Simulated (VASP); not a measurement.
Write the native input for VASP 6.6.1 that does the following.

```
Task                   : single point
Functional             : r2SCAN
Potentials or basis    : VASP PAW PBE potentials, release 64 (Mg, S)
Cutoff                 : 520 eV
k mesh                 : 8 × 8 × 8
Occupations            : gaussian, width 0.01 eV
Spin                   : no spin polarisation
Dipole correction      : no
Further INCAR settings : ALGO = Normal; EDIFF = 1e-06; NBANDS = 11
```

Crystal: MgS.

```xyz
2
Lattice="2.4818 2.4818 0.0000 -2.4818 2.4818 0.0000 0.0000 2.4818 2.4818" Properties=species:S:1:pos:R:3 pbc="T T T"
Mg    0.0000    0.0000    0.0000
S     0.0000    2.4818    0.0000
```

These files were run (other wordings do the same):

POSCAR

```
MgS
1.0
    2.4817635141      2.4817635141      0.0000000000
   -2.4817635141      2.4817635141      0.0000000000
    0.0000000000      2.4817635141      2.4817635141
Mg S
1 1
Direct
    0.0000000000      0.0000000000      0.0000000000
    0.5000000000      0.5000000000      0.0000000000
```

INCAR.step1

```
SYSTEM = MgS
PREC = Accurate ; ENCUT = 520
ISMEAR = 0 ; SIGMA = 0.01
LREAL = .False. ; LASPH = .True.
NELM = 100 ; NBANDS = 11
GGA = PE ; ALGO = Normal
EDIFF = 1E-4 ; LWAVE = .True.
LCHARG = .False.
```

INCAR.step2

```
SYSTEM = MgS
PREC = Accurate ; ENCUT = 520
EDIFF = 1E-6 ; ISMEAR = 0
SIGMA = 0.01 ; LREAL = .False.
LASPH = .True. ; NELM = 100
ALGO = Normal ; ISIF = 2
LWAVE = .False. ; LCHARG = .False.
METAGGA = R2SCAN ; LMIXTAU = .True.
NBANDS = 11 ; ISTART = 1
```

KPOINTS

```
regular mesh
0
Gamma
  8 8 8
  0 0 0
```

Potentials or basis: VASP PAW PBE potentials, release 64 (Mg, S).

The run is started by

```console
$ cat potpaw_PBE.64/Mg/POTCAR potpaw_PBE.64/S/POTCAR > POTCAR
$ cp INCAR.step1 INCAR
$ mpirun -np 1 vasp_std > vasp.out
$ cp INCAR.step2 INCAR
$ mpirun -np 1 vasp_std > vasp.out
```

It gave:

| Property | Result |
| --- | --- |
| Pressure | 14.5 GPa |
| Band gap on the k mesh | 3.73 eV, indirect (least direct gap 5.81 eV) |

Caveat: the PAW data sets were made with another functional, which shifts forces and pressure a little.

It took 26 s on 1 thread of Intel(R) Xeon(R) 6975P-C (Granite Rapids) (shared host), peak memory 0.16 GiB.
